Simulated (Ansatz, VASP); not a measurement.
# Two plane-wave programs on P

The input INCAR:

```
SYSTEM = P
  ALGO = Normal
  EDIFF = 1E-7
  ENCUT = 520
  GGA = PS
  ISIF = 2
  ISMEAR = 0
  IVDW = 12
  LASPH = .True.
  LCHARG = .False.
  LREAL = .False.
  LWAVE = .False.
  NBANDS = 12
  NELM = 100
  PREC = Accurate
  SIGMA = 0.15
```

File KPOINTS:

```
k-points
0
Gamma
  20 20 20
  0 0 0
```

Contents of POSCAR:

```
P
1.0
   -1.5498635453      2.3045459397      2.2142597904
    1.5498635453     -2.3045459397      2.2142597904
    1.5498635453      2.3045459397     -2.2142597904
P
2
Direct
    0.8033091100      0.0533091100      0.7500000000
    0.1966908900      0.9466908900      0.2500000000
```

Input for Ansatz:

```yaml
crystal:
  lattice:
    - [-1.5498635453, 2.3045459397, 2.2142597904]
    - [1.5498635453, -2.3045459397, 2.2142597904]
    - [1.5498635453, 2.3045459397, -2.2142597904]
  atoms:
    - { symbol: P, position: [0.80330911, 0.05330911, 0.75] }
    - { symbol: P, position: [0.19669089, 0.94669089, 0.25] }
basis:
  ecutwfc: 420
kpoints:
  mp_grid: { grid: [20, 20, 20] }
hamiltonian:
  xc: pbesol
  dispersion: d3bj
scf:
  occupations: { method: gaussian, width: 0.15 }
output:
  forces: true
  stress: true
  eigenvalues: true
```

Alike in both runs: task single point; functional PBEsol; dispersion D3(BJ); k mesh 20 × 20 × 20; occupations gaussian, width 0.15 eV; no spin polarisation.

|  | VASP | Ansatz |
| --- | --- | --- |
| version | VASP 6.6.1 | Ansatz 0.2.0 |
| potentials or method | VASP PAW PBE potentials, release 64 (P), cutoff 520 eV | scalar-relativistic, plane waves, PAW |
| valence electrons in the cell | 10 | 10 |

|  | VASP | Ansatz | Ansatz less VASP |
| --- | --- | --- | --- |
| gap on the k mesh at the Fermi level (eV) | none | none | - |
| pressure (GPa) | -2.8 | -2.8 | -0.06 |
| traceless stress, the component that is largest in VASP (GPa) | -14.34 | -14.21 | +0.132 |
| rms of the force components (eV/Å) | 0.514 | 0.505 | -0.0084 |

VASP's potentials were made for PBE, not for PBEsol. Atom by atom the forces differ by 0.008 eV/Å (rms over components). A gap of «none» marks a metal or a gap that the smearing closes.
